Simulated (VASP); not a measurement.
# ZnCd2N2 (C2/m) in VASP: single point with PBEsol

Aim: the single point of ZnCd2N2 with PBEsol.

All numbers are computed with VASP 6.6.1; they aren't measurements. Logs are shortened: lines on timing, memory, paths and dates and some standing lists are left out, and cuts for length are marked.

## Step 1: The cell of the first run

Symmetry: C2/m, No. 12, monoclinic system. The conventional cell has a = 6.801 Å, b = 3.943 Å, c = 6.916 Å, α = 90.00°, β = 109.20°, γ = 90.00°. Within 2.5 Å of Zn (site symmetry 2/m) lie 2 N at 1.86 Å. Cd (site symmetry m) has 4 N at 2.29 to 2.54 Å and 3 Zn at 3.12 Å and 3 Cd at 3.20 Å within 3.3 Å. Within 2.6 Å of N (site symmetry m) lie 1 Zn at 1.86 Å and 4 Cd at 2.29 to 2.54 Å.

## Step 2: Single point, PBEsol

INCAR

```
SYSTEM = ZnCd2N2
ALGO = Normal
EDIFF = 1E-6
ENCUT = 520
GGA = PS
ISIF = 2
ISMEAR = -1
LASPH = .TRUE.
LCHARG = .FALSE.
LREAL = .FALSE.
LWAVE = .FALSE.
NBANDS = 31
NELM = 60
PREC = Accurate
SIGMA = 0.05
```

KPOINTS

```
k-points
0
G
  6 6 4
  0 0 0
```

POSCAR

```
ZnCd2N2
1.0
    3.9308020000      0.0000000000      0.0000000000
    1.9532264263      3.4111744152      0.0000000000
   -1.9677967434     -1.1407997071      6.5310987006
Zn Cd N
1 2 2
Direct
    0.5000000000      0.5000000000      0.5000000000
    0.2750555000      0.2750555000      0.8274160000
    0.7249445000      0.7249445000      0.1725840000
    0.4051275000      0.4051275000      0.2156880000
    0.5948725000      0.5948725000      0.7843120000
```

Potentials or basis: VASP PAW PBE potentials, release 64 (Zn, Cd, N).

Run with:

```
$ cat potpaw_PBE.64/Zn/POTCAR potpaw_PBE.64/Cd/POTCAR potpaw_PBE.64/N/POTCAR > POTCAR
$ mpirun -np 1 vasp_std > vasp.out
```

OUTCAR:

```text
SYSTEM = ZnCd2N2
   EDIFF = 1E-6
   ENCUT = 520
   GGA = PS
   ISIF = 2
   ISMEAR = -1
   LASPH = .TRUE.
   LREAL = .FALSE.
   NELM = 60
   PREC = Accurate

 ion  position               nearest neighbor table
   1  0.500  0.500  0.500-   4 1.86   5 1.86   2 3.12   3 3.12   3 3.12   2 3.12   2 3.12   3 3.12

   2  0.275  0.275  0.827-   5 2.29   5 2.29   5 2.29   4 2.54   1 3.12   1 3.12   1 3.12   3 3.20
                             3 3.20   3 3.20
   3  0.725  0.725  0.173-   4 2.29   4 2.29   4 2.29   5 2.54   1 3.12   1 3.12   1 3.12   2 3.20
                             2 3.20   2 3.20
   4  0.405  0.405  0.216-   1 1.86   3 2.29   3 2.29   3 2.29   2 2.54
   5  0.595  0.595  0.784-   1 1.86   2 2.29   2 2.29   2 2.29   3 2.54

  LATTYP: Found a base centered monoclinic cell.
 ALAT       =     6.8013161530
 B/A-ratio  =     0.5797345234
 C/A-ratio  =     1.0168390712
 COS(beta)  =    -0.3288919548

  Lattice vectors:

 A1 = (   3.9308020000,   0.0000000000,   0.0000000000)
 A2 = (   1.9532264263,   3.4111744152,   0.0000000000)
 A3 = (  -1.9677967434,  -1.1407997071,   6.5310987006)

Analysis of symmetry for initial positions (statically):
=====================================================================
 Subroutine PRICEL returns:
 Original cell was already a primitive cell.

 Routine SETGRP: Setting up the symmetry group for a
 base centered monoclinic supercell.

 Subroutine GETGRP returns: Found  4 space group operations
 (whereof  4 operations were pure point group operations)
 out of a pool of  4 trial point group operations.

The static configuration has the point symmetry C_2h.

Analysis of symmetry for dynamics (positions and initial velocities):
=====================================================================
 Subroutine PRICEL returns:
 Original cell was already a primitive cell.

 Routine SETGRP: Setting up the symmetry group for a
 base centered monoclinic supercell.

 Subroutine GETGRP returns: Found  4 space group operations
 (whereof  4 operations were pure point group operations)
 out of a pool of  4 trial point group operations.

The dynamic configuration has the point symmetry C_2h.

 Subroutine INISYM returns: Found  4 space group operations
 (whereof  4 operations are pure point group operations),
 and found     1 'primitive' translations

----------------------------------------------------------------------------------------

                                     Primitive cell

  volume of cell :      87.5732

  direct lattice vectors                    reciprocal lattice vectors
     3.930802000  0.000000000  0.000000000     0.254401010 -0.145669120  0.051205809
     1.953226426  3.411174415  0.000000000     0.000000000  0.293154169  0.051205809
    -1.967796743 -1.140799707  6.531098701     0.000000000  0.000000000  0.153113595

  length of vectors
     3.930802000  3.930802000  6.915844000     0.297592677  0.297592677  0.153113595

  position of ions in fractional coordinates (direct lattice)
     0.500000000  0.500000000  0.500000000
     0.275055500  0.275055500  0.827416000
     0.724944500  0.724944500  0.172584000
     0.405127500  0.405127500  0.215688000
     0.594872500  0.594872500  0.784312000

  ion indices of the primitive-cell ions
   primitive index   ion index
                 1           1
                 2           2
                 3           3
                 4           4
                 5           5

----------------------------------------------------------------------------------------

 KPOINTS: k-points

Automatic generation of k-mesh.
 Grid dimensions read from file:
 generate k-points for:    6    6    4

 Generating k-lattice:

  Cartesian coordinates                     Fractional coordinates (reciprocal lattice)
     0.042400168 -0.024278187  0.008534301     0.166666667  0.000000000  0.000000000
     0.000000000  0.048859028  0.008534301     0.000000000  0.166666667 -0.000000000
     0.000000000  0.000000000  0.038278399     0.000000000  0.000000000  0.250000000

  Length of vectors
     0.049598780  0.049598780  0.038278399

  Shift w.r.t. Gamma in fractional coordinates (k-lattice)
     0.000000000  0.000000000  0.000000000

 Subroutine IBZKPT returns following result:
 ===========================================

 Found     47 irreducible k-points:

 Following reciprocal coordinates:
            Coordinates               Weight
  0.000000  0.000000  0.000000      1.000000
  0.166667  0.000000 -0.000000      4.000000
  0.333333  0.000000 -0.000000      4.000000
  0.500000  0.000000  0.000000      2.000000
  0.166667  0.166667 -0.000000      2.000000
  0.333333  0.166667 -0.000000      4.000000
[... 16 lines left out ...]
 -0.333333  0.166667  0.250000      4.000000
 -0.166667  0.166667  0.250000      4.000000
 [... further k-points ...]
   k-points           NKPTS =     47   k-points in BZ     NKDIM =     47   number of bands    NBANDS=     31
   number of dos      NEDOS =    301   number of ions     NIONS =      5
   total plane-waves  NPLWV =  48600
   dimension x,y,z NGX =    30 NGY =   30 NGZ =   54
   dimension x,y,z NGXF=    60 NGYF=   60 NGZF=  108
   ions per type =               1   2   2
   NGX,Y,Z   is equivalent  to a cutoff of  12.69, 12.69, 12.98 a.u.
   NGXF,Y,Z  is equivalent  to a cutoff of  25.38, 25.38, 25.96 a.u.
 SYSTEM =  ZnCd2N2
   PREC   = accura    normal or accurate (medium, high low for compatibility)
   ISTART =      0    job   : 0-new  1-cont  2-samecut
   ICHARG =      2    charge: 1-file 2-atom 10-const
   ISPIN  =      1    spin polarized calculation?
   LNONCOLLINEAR =      F non collinear calculations
   LSORBIT =      F    spin-orbit coupling
   LASPH  =      T    aspherical Exc in radial PAW
   ENCUT  =  520.0 eV  38.22 Ry    6.18 a.u.   7.31  7.31 12.86*2*pi/ulx,y,z
   NELM   =     60;   NELMIN=  2; NELMDL= -5     # of ELM steps
   EDIFF  = 0.1E-05   stopping-criterion for ELM
   LREAL  =      F    real-space projection
   EDIFFG = 0.1E-04   stopping-criterion for IOM
   NSW    =      0    number of steps for IOM
   IBRION =     -1    ionic relax: 0-MD 1-quasi-New 2-CG
   NFREE  =      0    steps in history (QN), initial steepest desc. (CG)
   ISIF   =      2    stress and relaxation
   ISYM   =      2    0-nonsym 1-usesym 2-fastsym
   POTIM  = 0.5000    time-step for ionic-motion
   TEBEG  =    0.0;   TEEND  =   0.0 temperature during run
   PSTRESS=    0.0 pullay stress
   NELECT =      46.0000    total number of electrons
   NUPDOWN=      -1.0000    fix difference up-down
   EMIN   =  10.00;   EMAX   =-10.00  energy-range for DOS
   EFERMI =   0.00;   METHOD = LEGACY
   ISMEAR =    -1;   SIGMA  =   0.05  broadening in eV -4-tet -1-fermi 0-gaus
   EFERMI_NEDOS =   21; number of points for ismear=-14 and -15
   IALGO  =     38    algorithm
   IMIX   =      4    mixing-type and parameters
     AMIX     =   0.40;   BMIX     =  1.00
     AMIX_MAG =   1.60;   BMIX_MAG =  1.00
  volume/ion in A,a.u.               =      17.51       118.19
  Fermi-wavevector in a.u.,A,eV,Ry     =   1.320901  2.496141 23.739172  1.744780
  Thomas-Fermi vector in A             =   2.450694
   LORBIT       =      0    0 simple, 1 ext, 2 COOP (PROOUT), +10 PAW based schemes
   GGA     = PS    functional components
   LHFCALC =     F    Hartree Fock is set to
   AEXX    =    0.0000 exact exchange contribution
   IVDW    =     0    specifies the selected vdW correction
   LEPSILON=     F    determine dielectric tensor
   LRPA    =     F    only Hartree local field effects (RPA)
 non-spin polarized calculation
  energy-cutoff  :      520.00
  volume of cell :       87.57
 maximum number of plane-waves:      2385
 NGX is ok and might be reduce to    30
   NGX = 15   NGY = 15   NGZ = 25

 number of electron      45.9999992 magnetization

 Free energy of the ion-electron system (eV)
  ---------------------------------------------------
  ext. energy  EPLUGINS =         0.00000000
  ---------------------------------------------------
  free energy    TOTEN  =       -19.29348646 eV

  energy without entropy =      -19.29037993  energy(sigma->0) =      -19.29193320

 E-fermi :   1.3164     XC(G=0): -10.2685

 val. band max:        1.2224058243   @ k =   0.0000   0.0000   0.2500
 cond. band min:       1.3354263424   @ k =   0.0000   0.0000   0.5000
 fundamental gap:      0.1130205180
 Fermi energy:         1.3163757150

 k-point     1 :       0.0000    0.0000    0.0000
  band No.  band energies     occupation
      1     -12.9394      2.00000
      2     -12.2032      2.00000
      3      -6.7545      2.00000
      4      -6.7491      2.00000
      5      -6.7396      2.00000
      6      -6.7382      2.00000
[... 23 lines left out ...]
     30       9.3924      0.00000
     31       9.4156      0.00000

 k-point     2 :       0.1667    0.0000   -0.0000
  band No.  band energies     occupation
      1     -12.8539      2.00000
      2     -12.1553      2.00000
      3      -6.7538      2.00000
      4      -6.6683      2.00000
      5      -6.6514      2.00000
      6      -6.6281      2.00000
[... 23 lines left out ...]
     30       9.0084      0.00000
     31       9.5324      0.00000

 k-point     3 :       0.3333    0.0000   -0.0000
  band No.  band energies     occupation
      1     -12.6813      2.00000
      2     -12.0624      2.00000
      3      -6.6949      2.00000
      4      -6.6192      2.00000
      5      -6.5338      2.00000
      6      -6.5010      2.00000
[... 23 lines left out ...]
     30       8.1959      0.00000
     31       8.6950      0.00000

 k-point     4 :       0.5000    0.0000    0.0000
  band No.  band energies     occupation
      1     -12.5945      2.00000
      2     -12.0178      2.00000
      3      -6.7506      2.00000
      4      -6.6627      2.00000
      5      -6.5187      2.00000
      6      -6.3981      2.00000
[... 635 lines left out ...]
     30       8.9331      0.00000
     31       9.4729      0.00000

 k-point    23 :      -0.3333    0.1667    0.2500
  band No.  band energies     occupation
      1     -12.5661      2.00000
      2     -12.0539      2.00000
      3      -6.8261      2.00000
      4      -6.5544      2.00000
      5      -6.5399      2.00000
      6      -6.4515      2.00000
[... 23 lines left out ...]
     30       8.7109      0.00000
     31       9.8715      0.00000

 k-point    24 :      -0.1667    0.1667    0.2500
  band No.  band energies     occupation
      1     -12.6733      2.00000
      2     -12.1474      2.00000
      3      -6.7732      2.00000
      4      -6.6771      2.00000
      5      -6.5621      2.00000
      6      -6.5234      2.00000
[... 23 lines left out ...]
     30       8.6855      0.00000
     31       9.6034      0.00000

 [... further k-points ...]

------------------------ aborting loop because EDIFF is reached ----------------------------------------

  FORCE on cell =-STRESS in cart. coord.  units (eV):
  Direction    XX          YY          ZZ          XY          YZ          ZX
  --------------------------------------------------------------------------------------
  -------------------------------------------------------------------------------------
  Total       -2.2571135     -2.2899531     -2.7743065      0.0286760      0.0014766      0.0025470
  in kB      -41.2945409    -41.8953499    -50.7567351      0.5246356      0.0270144      0.0465983
  external PRESSURE =     -44.6488753 kB  Pullay stress =       0.0000000 kB

 VOLUME and BASIS-vectors are now :
 -----------------------------------------------------------------------------
  energy-cutoff  :      520.00
  volume of cell :       87.57
      direct lattice vectors                 reciprocal lattice vectors
     3.930802000  0.000000000  0.000000000     0.254401010 -0.145669120  0.051205809
     1.953226426  3.411174415  0.000000000     0.000000000  0.293154169  0.051205809
    -1.967796743 -1.140799707  6.531098701     0.000000000  0.000000000  0.153113595

 POSITION                                       TOTAL-FORCE (eV/Angst)
 -----------------------------------------------------------------------------------
      1.95812      1.13519      3.26555         0.000000      0.000000      0.000000
     -0.00975     -0.00565      5.40394         0.007453      0.004321      0.056213
      3.92598      2.27603      1.12716        -0.007453     -0.004321     -0.056213
      1.95935      1.13590      1.40868         0.006072      0.003520      0.111741
      1.95688      1.13447      5.12242        -0.006072     -0.003520     -0.111741
 -----------------------------------------------------------------------------------
    total drift:                               -0.000000      0.000000      0.000000

  FREE ENERGIE OF THE ION-ELECTRON SYSTEM (eV)
  ---------------------------------------------------
  free  energy   TOTEN  =       -19.2934864598 eV

  energy  without entropy=      -19.2903799305  energy(sigma->0) =      -19.29193320
```

Wall time 3.7 min (1 thread of AMD EPYC 7R43 (Zen 3), shared host); peak memory 0.24 GiB.

Results:

```yaml
Free_energy: -19.2935 eV
Pressure: -4.5 GPa
Largest_force: 0.112 eV/Å
Band_gap_on_the_k_mesh: zero (bands 23 and 24 overlap by 0.38 eV)
```

Forces on the atoms (eV/Å):
```
Zn   0.000  0.000  0.000
Cd   0.007  0.004  0.056
Cd  -0.007 -0.004 -0.056
N    0.006  0.004  0.112
N   -0.006 -0.004 -0.112
```

Stress tensor (GPa, compression positive):
```
-4.13  0.05  0.00
 0.05 -4.19  0.00
 0.00  0.00 -5.08
```

Caveat: the cell stands under tension; semilocal functionals underestimate gaps, and a narrow one can read as zero; the PAW data sets were made with another functional, which shifts forces and pressure a little.

The gap in the log of VASP goes by the Fermi energy; the results here count the filled bands.